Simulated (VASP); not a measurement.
Here is a VASP 6.6.1 calculation.

Contents of INCAR:

```
SYSTEM = Mg
  ALGO = Normal
  EDIFF = 1E-6
  ENCUT = 600
  GGA = PE
  GGA_COMPAT = .FALSE.
  ISIF = 2
  ISMEAR = 0
  LASPH = .TRUE.
  LCHARG = .TRUE.
  LELF = .TRUE.
  LREAL = .FALSE.
  LVHAR = .TRUE.
  LWAVE = .FALSE.
  NBANDS = 7
  NELM = 120
  PREC = Accurate
  SIGMA = 0.1
```

Contents of KPOINTS:

```
k-points
0
G
  14 14 12
  0 0 0
```

Contents of POSCAR:

```
Mg
1.0
    3.1389110097      0.0987077015      0.0024707428
   -1.4839721278      2.7677143865      0.0024629205
    0.0024663184      0.0042627726      3.0074774130
Mg
1
Direct
    0.0000000000      0.0000000000      0.0000000000
```

Potentials or basis: VASP PAW PBE potentials, release 64 (Mg).

Launch:

```console
$ cat potpaw_PBE.64/Mg/POTCAR > POTCAR
$ mpirun -np 1 vasp_std > vasp.out
```

(1) What does it give for the pressure?

(2) Predict the band gap on the k mesh.

## Answers

(1) -1.1 GPa.

(2) zero (bands 1 and 2 overlap by 4.93 eV).

Caveat: the cell differs from its parent crystal (strained).
